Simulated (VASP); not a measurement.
Ge: single point with PBEsol

Ge:

```
Ge
1.0
     0.00707    2.82877    2.82877
     2.82877    0.00707    2.82877
     2.83584    2.83584    0.00000
Ge
2
Cartesian
  2.8358 2.8358 2.8288
  4.2538 4.2538 4.2432
```

This cell differs from its parent crystal: strain +0.0050 x Voigt [0, 0, 0, 0, 0, 1].

```json
{"Program": "VASP 6.6.1", "Task": "single point", "Functional": "PBEsol", "Potentials or basis": "VASP PAW PBE potentials, release 64 (Ge_d)", "Cutoff": "520 eV", "k mesh": "14 × 14 × 14", "Occupations": "gaussian, width 0.15 eV", "Spin": "no spin polarisation"}
```

The pressure is 0.2 GPa. The largest force is 0.043 eV/Å.

Forces in eV/Å, atoms in the order of the input:
```
Ge   0.000  0.000  0.043
Ge   0.000  0.000 -0.043
```

Stress tensor (GPa, compression positive):
```
 0.25 -0.42  0.00
-0.42  0.25  0.00
 0.00  0.00  0.24
```

Levels at points of the mesh, in eV from the Fermi level:
| k point | band 10 | band 11 | band 12 | band 13 | band 14 | band 15 | band 16 | band 17 | band 18 | band 19 |
| --- | --- | --- | --- | --- | --- | --- | --- | --- | --- | --- |
| (0.00, 0.00, 0.00) | -24.54 | -12.84 | -0.05 | -0.05 | -0.04 | -0.04 | 2.45 | 2.49 | 2.53 | 6.18 |
| (0.50, 0.00, 0.00) | -24.51 | -10.72 | -7.68 | -1.47 | -1.46 | 0.06 | 3.64 | 3.68 | 6.91 | 10.39 |
| (0.50, 0.50, 0.00) | -24.50 | -8.97 | -8.92 | -3.16 | -3.11 | 0.59 | 0.65 | 9.44 | 9.46 | 11.45 |
| (0.00, 0.00, 0.50) | -24.51 | -10.76 | -7.66 | -1.44 | -1.44 | 0.10 | 3.66 | 3.70 | 6.93 | 10.38 |
| (0.50, 0.00, 0.50) | -24.50 | -8.94 | -8.94 | -3.13 | -3.13 | 0.62 | 0.62 | 9.45 | 9.45 | 11.47 |

Run time: 3 min on 1 thread of AMD EPYC 9R45 96-Core Processor (Zen 5) (shared host), peak memory 0.38 GiB.

Caveat: the cell differs from its parent crystal (strain +0.0050 x Voigt [0, 0, 0, 0, 0, 1]); the PAW data sets were made with another functional, which shifts forces and pressure a little.
